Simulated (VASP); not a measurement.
**SiO2: single point with r2SCAN**

SiO2:

```
Si O
1.0
     4.18541    0.00000    0.00000
     0.00000    4.18541    0.00000
     0.00000    0.00000    2.66874
Si O
2 4
Direct
  0.50000 0.50000 0.50000
  0.00000 0.00000 0.00000
  0.71500 0.67277 0.00000
  0.21500 0.82723 0.50000
  0.28500 0.32723 0.00000
  0.78500 0.17277 0.50000
```

This cell differs from its parent crystal: atoms displaced along a vibrational mode.

```yaml
Program: VASP 6.6.1
Task: single point
Functional: r2SCAN
Potentials_or_basis: VASP PAW PBE potentials, release 64 (Si, O)
Cutoff: 520 eV
k_mesh: 6 × 6 × 8
Occupations: gaussian, width 0.05 eV
Spin: no spin polarisation
Dipole_correction: no
Further_INCAR_settings: ALGO = Normal; EDIFF = 1e-06; NBANDS = 25
```

* Pressure: -1.0 GPa
* Largest force: 0.458 eV/Å
* Band gap on the k mesh: 6.57 eV

Forces in eV/Å, atoms in the order of the input:
```
Si   0.000  0.000  0.000
Si   0.000  0.000  0.000
O   -0.369  0.270  0.000
O   -0.369 -0.270  0.000
O    0.369 -0.270  0.000
O    0.369  0.270  0.000
```

Stress tensor (GPa, compression positive):
```
-7.47  0.00  0.00
 0.00  4.78  0.00
 0.00  0.00 -0.45
```

Levels at points of the mesh, in eV from the valence-band top:
```
           k point  band 12  band 13  band 14  band 15  band 16  band 17  band 18  band 19  band 20  band 21
(0.00, 0.00, 0.00)    -2.84    -2.32    -0.81    -0.55     0.00     6.57     7.77     9.57     9.70    12.50
(0.50, 0.00, 0.00)    -3.63    -2.47    -2.47    -0.63    -0.63     8.51     8.51     9.99     9.99    11.91
(0.00, 0.50, 0.00)    -3.76    -2.57    -2.57    -1.14    -1.14     8.92     8.92    10.29    10.29    12.78
(0.50, 0.50, 0.00)    -3.12    -2.60    -2.60    -2.10    -2.10     8.52     8.52    11.08    11.08    14.36
(0.00, 0.00, 0.50)    -4.54    -2.97    -2.97    -2.42    -2.42    10.08    10.08    13.79    13.79    13.89
(0.50, 0.00, 0.50)    -4.09    -2.42    -2.42    -1.47    -1.47    10.14    10.14    10.93    10.93    14.26
(0.00, 0.50, 0.50)    -3.53    -1.90    -1.90    -1.83    -1.83     9.54     9.54    10.91    10.91    12.72
(0.50, 0.50, 0.50)    -4.35    -1.66    -1.66    -1.37    -1.37     8.20     8.20    12.10    12.10    12.80
```

It took 3.3 min on 1 thread of Intel(R) Xeon(R) Platinum 8259CL CPU @ 2.50GHz (Skylake/Cascade Lake), on a shared host, peak memory 0.2 GiB.

Caveat: the cell differs from its parent crystal (atoms displaced along a vibrational mode); the stress differs along the axes, from -7 to 5 GPa; the PAW data sets were made with another functional, which shifts forces and pressure a little. A k mesh can miss the band edges.
